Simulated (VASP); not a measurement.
A run of VASP 6.6.1 is set up as follows.

The input INCAR:

```
PREC = Accurate ; ENCUT = 520
EDIFF = 1E-7 ; ISMEAR = 0
SIGMA = 0.1 ; LREAL = F
LASPH = T ; NELM = 80
ALGO = Normal ; ISIF = 2
LWAVE = F ; LCHARG = T
GGA = PS ; LELF = T
LVHAR = T ; NBANDS = 18
```

The input KPOINTS:

```
Automatic mesh
0
Gamma
  18 18 18
```

The input POSCAR:

```
Si2W
1.0
   -1.6012849238      1.6012849238      3.9079610700
    1.6012849238     -1.6012849238      3.9079610700
    1.6012849238      1.6012849238     -3.9079610700
Si W
2 1
Direct
    0.3345424480      0.3345424480      0.0000000000
    0.6654575520      0.6654575520      0.0000000000
    0.0000000000      0.0000000000      0.0000000000
```

Potentials or basis: VASP PAW PBE potentials, release 64 (Si, W_sv).

The run is started by

```bash
$ cat potpaw_PBE.64/Si/POTCAR potpaw_PBE.64/W_sv/POTCAR > POTCAR
$ mpirun -np 1 vasp_std > vasp.out
```

(1) Estimate the band gap on the k mesh.

(2) What does it give for the pressure?

(3) What does it give for the largest force?

## Answers

(1) zero (bands 11 and 12 overlap by 1.30 eV).

(2) 0.3 GPa.

(3) 0.008 eV/Å.

Caveat: the PAW data sets were made with another functional, which shifts forces and pressure a little; spin-orbit coupling is left out, which moves the levels of the heavy elements.
